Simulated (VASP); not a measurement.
# Ca2Pd (Pnnm) in VASP: notebook

The runs below take Ca2Pd through single point, with PBE.

All numbers are computed with VASP 6.6.1; they aren't measurements. Logs are shortened: lines on timing, memory, paths and dates and some standing lists are left out, and cuts for length are marked.

### Step 1. The cell of the first run

The structure is orthorhombic, space group Pnnm (No. 58). The conventional cell has a = 5.177 Å, b = 6.319 Å, c = 3.945 Å, α = 90.00°, β = 90.00°, γ = 90.00°. Ca (site symmetry m) has 12 Ca at 2.58 to 3.94 Å and 6 Pd at 2.61 to 4.20 Å within 4.2 Å. Pd (site symmetry 2/m) has 6 Ca at 2.61 to 2.62 Å within 3.4 Å.

### Step 2. Single point, PBE

INCAR

```
SYSTEM = Ca2Pd
PREC = Accurate
ENCUT = 520
EDIFF = 1E-6
ISMEAR = 0
SIGMA = 0.1
LREAL = .FALSE.
LASPH = .TRUE.
NELM = 100
ALGO = Fast
ISIF = 2
LWAVE = .FALSE.
LCHARG = .FALSE.
GGA = PE
NBANDS = 39
```

KPOINTS

```
regular mesh
0
G
  4 4 4
  0 0 0
```

POSCAR

```
Ca2Pd
1.0
    5.1772749857      0.0000000000      0.0000000000
    0.0000000000      6.3188241658      0.0000000000
    0.0000000000      0.0000000000      3.9446348404
Ca Pd
4 2
Direct
    0.2004000000      0.3787000000      0.0000000000
    0.7996000000      0.6213000000      0.0000000000
    0.7004000000      0.1213000000      0.5000000000
    0.2996000000      0.8787000000      0.5000000000
    0.0000000000      0.0000000000      0.0000000000
    0.5000000000      0.5000000000      0.5000000000
```

Potentials or basis: VASP PAW PBE potentials, release 64 (Ca_sv, Pd).

The run is started by

```sh
> cat potpaw_PBE.64/Ca_sv/POTCAR potpaw_PBE.64/Pd/POTCAR > POTCAR
> mpirun -np 1 vasp_std > vasp.out
```

OUTCAR:

```text
SYSTEM = Ca2Pd
   PREC = Accurate
   ENCUT = 520
   EDIFF = 1E-6
   ISMEAR = 0
   LREAL = .FALSE.
   LASPH = .TRUE.
   NELM = 100
   ISIF = 2
   GGA = PE

 ion  position               nearest neighbor table
   1  0.200  0.379  0.000-   2 2.58   5 2.61   6 2.62   6 2.62
   2  0.800  0.621  0.000-   1 2.58   5 2.61   6 2.62   6 2.62
   3  0.700  0.121  0.500-   4 2.58   6 2.61   5 2.62   5 2.62
   4  0.300  0.879  0.500-   3 2.58   6 2.61   5 2.62   5 2.62
   5  0.000  0.000  0.000-   1 2.61   2 2.61   3 2.62   4 2.62   3 2.62   4 2.62
   6  0.500  0.500  0.500-   3 2.61   4 2.61   1 2.62   2 2.62   1 2.62   2 2.62

  LATTYP: Found a simple orthorhombic cell.
 ALAT       =     3.9446348404
 B/A-ratio  =     1.3124852351
 C/A-ratio  =     1.6018781006

  Lattice vectors:

 A1 = (   0.0000000000,   0.0000000000,   3.9446348404)
 A2 = (   5.1772749857,   0.0000000000,   0.0000000000)
 A3 = (   0.0000000000,   6.3188241658,   0.0000000000)

Analysis of symmetry for initial positions (statically):
=====================================================================
 Subroutine PRICEL returns:
 Original cell was already a primitive cell.

 Routine SETGRP: Setting up the symmetry group for a
 simple orthorhombic supercell.

 Subroutine GETGRP returns: Found  8 space group operations
 (whereof  4 operations were pure point group operations)
 out of a pool of  8 trial point group operations.

The static configuration has the point symmetry C_2h.
 The point group associated with its full space group is D_2h.

Analysis of symmetry for dynamics (positions and initial velocities):
=====================================================================
 Subroutine PRICEL returns:
 Original cell was already a primitive cell.

 Routine SETGRP: Setting up the symmetry group for a
 simple orthorhombic supercell.

 Subroutine GETGRP returns: Found  8 space group operations
 (whereof  4 operations were pure point group operations)
 out of a pool of  8 trial point group operations.

The dynamic configuration has the point symmetry C_2h.
 The point group associated with its full space group is D_2h.

 Subroutine INISYM returns: Found  8 space group operations
 (whereof  4 operations are pure point group operations),
 and found     1 'primitive' translations

----------------------------------------------------------------------------------------

                                     Primitive cell

  volume of cell :     129.0459
[... 101 lines left out ...]
   IBRION =     -1    ionic relax: 0-MD 1-quasi-New 2-CG
   NFREE  =      0    steps in history (QN), initial steepest desc. (CG)
   ISIF   =      2    stress and relaxation
   ISYM   =      2    0-nonsym 1-usesym 2-fastsym
   POTIM  = 0.5000    time-step for ionic-motion
   TEBEG  =    0.0;   TEEND  =   0.0 temperature during run
   PSTRESS=    0.0 pullay stress
   NELECT =      60.0000    total number of electrons
   NUPDOWN=      -1.0000    fix difference up-down
   EMIN   =  10.00;   EMAX   =-10.00  energy-range for DOS
   EFERMI =   0.00;   METHOD = LEGACY
   ISMEAR =     0;   SIGMA  =   0.10  broadening in eV -4-tet -1-fermi 0-gaus
   EFERMI_NEDOS =   21; number of points for ismear=-14 and -15
   IALGO  =     68    algorithm
   IMIX   =      4    mixing-type and parameters
     AMIX     =   0.40;   BMIX     =  1.00
     AMIX_MAG =   1.60;   BMIX_MAG =  1.00
  volume/ion in A,a.u.               =      21.51       145.14
  Fermi-wavevector in a.u.,A,eV,Ry     =   1.268266  2.396676 21.884966  1.608500
  Thomas-Fermi vector in A             =   2.401370
   LORBIT       =      0    0 simple, 1 ext, 2 COOP (PROOUT), +10 PAW based schemes
   GGA     = PE    functional components
   LHFCALC =     F    Hartree Fock is set to
   AEXX    =    0.0000 exact exchange contribution
   IVDW    =     0    specifies the selected vdW correction
   LEPSILON=     F    determine dielectric tensor
   LRPA    =     F    only Hartree local field effects (RPA)
 non-spin polarized calculation
 RMM-DIIS sequential band-by-band and
 Gauss-broadening in eV      SIGMA  =   0.10
  energy-cutoff  :      520.00
  volume of cell :      129.05
 maximum number of plane-waves:      3524
 NGX is ok and might be reduce to    40
   NGX = 19   NGY = 23   NGZ = 15

 number of electron      60.0000016 magnetization

 Free energy of the ion-electron system (eV)
  ---------------------------------------------------
  ext. energy  EPLUGINS =         0.00000000
  ---------------------------------------------------
  free energy    TOTEN  =       -16.52568568 eV

  energy without entropy =      -16.50072326  energy(sigma->0) =      -16.51320447

 E-fermi :   5.7979     XC(G=0): -10.2809

 val. band max:        5.7860638274   @ k =   0.5000   0.5000   0.5000
 cond. band min:       5.8015045539   @ k =   0.0000   0.2500   0.2500
 fundamental gap:      0.0154407266
 Fermi energy:         5.7978808567

 k-point     1 :       0.0000    0.0000    0.0000
  band No.  band energies     occupation
      1     -35.2976      2.00000
      2     -35.2559      2.00000
      3     -35.0119      2.00000
      4     -35.0034      2.00000
      5     -17.1621      2.00000
      6     -17.0144      2.00000
[... 997 lines left out ...]
     38       8.1294      0.00000
     39       9.2895      0.00000

 [... further k-points ...]

------------------------ aborting loop because EDIFF is reached ----------------------------------------

  FORCE on cell =-STRESS in cart. coord.  units (eV):
  Direction    XX          YY          ZZ          XY          YZ          ZX
  --------------------------------------------------------------------------------------
  -------------------------------------------------------------------------------------
  Total       21.1248150     18.8545055     13.5999971      0.0000000      0.0000000      0.0000000
  in kB      262.2763833    234.0892228    168.8515647      0.0000000      0.0000000      0.0000000
  external PRESSURE =     221.7390569 kB  Pullay stress =       0.0000000 kB

 VOLUME and BASIS-vectors are now :
 -----------------------------------------------------------------------------
  energy-cutoff  :      520.00
  volume of cell :      129.05
      direct lattice vectors                 reciprocal lattice vectors
     5.177274986  0.000000000  0.000000000     0.193151803  0.000000000  0.000000000
     0.000000000  6.318824166  0.000000000     0.000000000  0.158257292  0.000000000
     0.000000000  0.000000000  3.944634840     0.000000000  0.000000000  0.253508890

 POSITION                                       TOTAL-FORCE (eV/Angst)
 -----------------------------------------------------------------------------------
      1.03753      2.39294      0.00000         0.962198     -0.862918      0.000000
      4.13975      3.92589      0.00000        -0.962198      0.862918     -0.000000
      3.62616      0.76647      1.97232         0.962198      0.862918      0.000000
      1.55111      5.55235      1.97232        -0.962198     -0.862918      0.000000
      0.00000      0.00000      0.00000        -0.000000      0.000000      0.000000
      2.58864      3.15941      1.97232        -0.000000      0.000000      0.000000
 -----------------------------------------------------------------------------------
    total drift:                               -0.000000     -0.000000     -0.000000

  FREE ENERGIE OF THE ION-ELECTRON SYSTEM (eV)
  ---------------------------------------------------
  free  energy   TOTEN  =       -16.5256856782 eV

  energy  without entropy=      -16.5007232618  energy(sigma->0) =      -16.51320447
```

stdout:

```text
POSCAR found type information on POSCAR CaPd
 POSCAR found :  2 types and       6 ions
 scaLAPACK will be used
 LDA part: xc-table for (Slater+PW92), standard interpolation
 POSCAR, INCAR and KPOINTS ok, starting setup
 FFT: planning ... GRIDC
 FFT: planning ... GRID_SOFT
 FFT: planning ... GRID
 WAVECAR not read
 entering main loop
WARNING in EDDRMM: call to ZHEGV failed, returncode =   8  4     29
WARNING in EDDRMM: call to ZHEGV failed, returncode =   8  4     36
WARNING in EDDRMM: call to ZHEGV failed, returncode =   6  3     22
WARNING in EDDRMM: call to ZHEGV failed, returncode =   8  4     35
WARNING in EDDRMM: call to ZHEGV failed, returncode =   6  3     29
WARNING in EDDRMM: call to ZHEGV failed, returncode =   8  4     35
WARNING in EDDRMM: call to ZHEGV failed, returncode =   6  3     18
```

Run time: 7.7 min. Hardware: 1 thread of Oxide Virtual Turin-like, shared host; peak memory 0.26 GiB.

What came out:

| Item | Value |
| --- | --- |
| Free energy | -16.5257 eV |
| Pressure | 22.2 GPa |
| Largest force | 1.292 eV/Å |
| Band gap on the k mesh | zero (bands 30 and 31 overlap by 0.31 eV) |

Forces in eV/Å, atoms in the order of the input:
```
Ca   0.962 -0.863  0.000
Ca  -0.962  0.863  0.000
Ca   0.962  0.863  0.000
Ca  -0.962 -0.863  0.000
Pd   0.000  0.000  0.000
Pd   0.000  0.000  0.000
```

Stress tensor (GPa, compression positive):
```
26.23  0.00  0.00
 0.00 23.41  0.00
 0.00  0.00 16.89
```

Caveat: the k points lie up to 0.40 Å⁻¹ apart; forces of over 1 eV/Å act on the atoms, so gaps and moduli don't describe the material at rest.

### Step 3. Single point, PBE

This run uses another cell than the first one, of 32.36 Å³/atom.

INCAR

```
PREC = Accurate
ENCUT = 520
EDIFF = 1E-6
ISMEAR = 0
SIGMA = 0.1
LREAL = F
LASPH = T
NELM = 80
ALGO = Fast
ISIF = 2
LWAVE = F
LCHARG = F
GGA = PE
NBANDS = 39
```

KPOINTS

```
regular mesh
0
Gamma
  4 4 4
```

POSCAR

```
Ca2Pd
1.0
    6.7681594097      0.0000000000      0.0000000000
    0.0000000000      6.8984130707      0.0000000000
    0.0000000000      0.0000000000      4.1590524783
Ca Pd
4 2
Direct
    0.2600197970      0.3306054279      0.0000000000
    0.7399802030      0.6693945721      0.0000000000
    0.7600197970      0.1693945721      0.5000000000
    0.2399802030      0.8306054279      0.5000000000
    0.0000000000      0.0000000000      0.0000000000
    0.5000000000      0.5000000000      0.5000000000
```

Potentials or basis: VASP PAW PBE potentials, release 64 (Ca_sv, Pd).

The run is started by

```sh
> cat potpaw_PBE.64/Ca_sv/POTCAR potpaw_PBE.64/Pd/POTCAR > POTCAR
> mpirun -np 1 vasp_std > vasp.out
```

It took 11 min on 1 thread of Oxide Virtual Turin-like, shared host; peak memory 0.34 GiB.

The run converged. Its results:

* Free energy: -21.0368 eV
* Pressure: 0.2 GPa
* Largest force: 0.023 eV/Å
* Band gap on the k mesh: zero (bands 30 and 31 overlap by 0.15 eV)

Forces on the atoms (eV/Å):
```
Ca  -0.022  0.007  0.000
Ca   0.022 -0.007  0.000
Ca  -0.022 -0.007  0.000
Ca   0.022  0.007  0.000
Pd   0.000  0.000  0.000
Pd   0.000  0.000  0.000
```

Stress tensor (GPa, compression positive):
```
0.23 0.00 0.00
0.00 0.15 0.00
0.00 0.00 0.14
```

Levels at points of the mesh, in eV from the Fermi level:
```tsv
k point	band 26	band 27	band 28	band 29	band 30	band 31	band 32	band 33	band 34	band 35
(0.00, 0.00, 0.00)	-2.52	-2.49	-1.73	-1.03	-0.95	0.56	0.60	1.28	1.60	1.92
(0.50, 0.00, 0.00)	-2.74	-2.56	-2.56	-0.62	-0.62	0.23	0.23	1.70	1.70	2.55
(0.00, 0.50, 0.00)	-2.72	-2.56	-2.56	-0.31	-0.31	0.08	0.08	1.72	1.72	2.66
(0.50, 0.50, 0.00)	-2.53	-2.49	-2.49	-1.95	-1.95	1.35	1.35	1.71	1.71	2.37
(0.00, 0.00, 0.50)	-2.60	-1.74	-1.74	-0.23	-0.23	0.97	0.97	1.30	1.30	1.35
(0.50, 0.00, 0.50)	-2.45	-1.52	-1.52	-0.89	-0.89	0.81	0.81	1.03	1.03	1.30
(0.00, 0.50, 0.50)	-2.46	-1.47	-1.47	-1.09	-1.09	1.02	1.02	1.19	1.19	1.50
(0.50, 0.50, 0.50)	-2.47	-1.55	-1.55	-0.27	-0.27	-0.16	-0.16	0.50	0.50	2.12
```

Caveat: the k points lie up to 0.38 Å⁻¹ apart.
